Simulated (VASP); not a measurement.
Set up this calculation in VASP 6.6.1, as the native input.

```yaml
Task: single point
Functional: r2SCAN
Potentials_or_basis: VASP PAW PBE potentials, release 64 (Sb, Pt)
Cutoff: 520 eV
k_mesh: 9 × 9 × 6
Occupations: fermi-dirac, width 0.1 eV
Spin: no spin polarisation
Dipole_correction: no
Further_INCAR_settings: ALGO = Normal; EDIFF = 1e-07; NBANDS = 23
```

Crystal: SbPt.

```
Sb Pt
1.0
     4.20478    0.00000    0.00000
    -2.10239    3.64145    0.00000
     0.00000    0.00000    5.56962
Sb Pt
2 2
Cartesian
  0.0000 2.4276 1.3924
  2.1024 1.2138 4.1772
  0.0000 0.0000 0.0000
  0.0000 0.0000 2.7848
```

These files were run (other wordings do the same):

POSCAR

```
SbPt
1.0
    4.2047827880     -0.0000000029      0.0000000000
   -2.1023913915      3.6414487132      0.0000000000
    0.0000000000      0.0000000000      5.5696217200
Sb Pt
2 2
Direct
    0.3333333333      0.6666666667      0.2500000000
    0.6666666667      0.3333333333      0.7500000000
    0.0000000000      0.0000000000      0.0000000000
    0.0000000000      0.0000000000      0.5000000000
```

INCAR.step1

```
SYSTEM = SbPt
  ALGO = Normal
  EDIFF = 1E-4
  ENCUT = 520
  GGA = PE
  ISMEAR = -1
  LASPH = .True.
  LCHARG = .False.
  LREAL = .False.
  LWAVE = .True.
  NBANDS = 23
  NELM = 100
  PREC = Accurate
  SIGMA = 0.1
```

INCAR.step2

```
SYSTEM = SbPt
  ALGO = Normal
  EDIFF = 1E-7
  ENCUT = 520
  ISIF = 2
  ISMEAR = -1
  ISTART = 1
  LASPH = .True.
  LCHARG = .False.
  LMIXTAU = .True.
  LREAL = .False.
  LWAVE = .False.
  METAGGA = R2SCAN
  NBANDS = 23
  NELM = 100
  PREC = Accurate
  SIGMA = 0.1
```

KPOINTS

```
k-points
0
Gamma
  9 9 6
  0 0 0
```

Potentials or basis: VASP PAW PBE potentials, release 64 (Sb, Pt).

Run with:

```sh
$ cat potpaw_PBE.64/Sb/POTCAR potpaw_PBE.64/Pt/POTCAR > POTCAR
$ cp INCAR.step1 INCAR
$ mpirun -np 1 vasp_std > vasp.out
$ cp INCAR.step2 INCAR
$ mpirun -np 1 vasp_std > vasp.out
```

It gave:

| Property | Result |
| --- | --- |
| Pressure | -2.7 GPa |
| Band gap on the k mesh | zero (bands 15 and 16 overlap by 4.12 eV) |

Caveat: the PAW data sets were made with another functional, which shifts forces and pressure a little; spin-orbit coupling is left out, which moves the levels of the heavy elements.

Wall time 120 s on 1 thread of Intel(R) Xeon(R) 6975P-C (Granite Rapids), with other jobs on the host, peak memory 0.26 GiB.
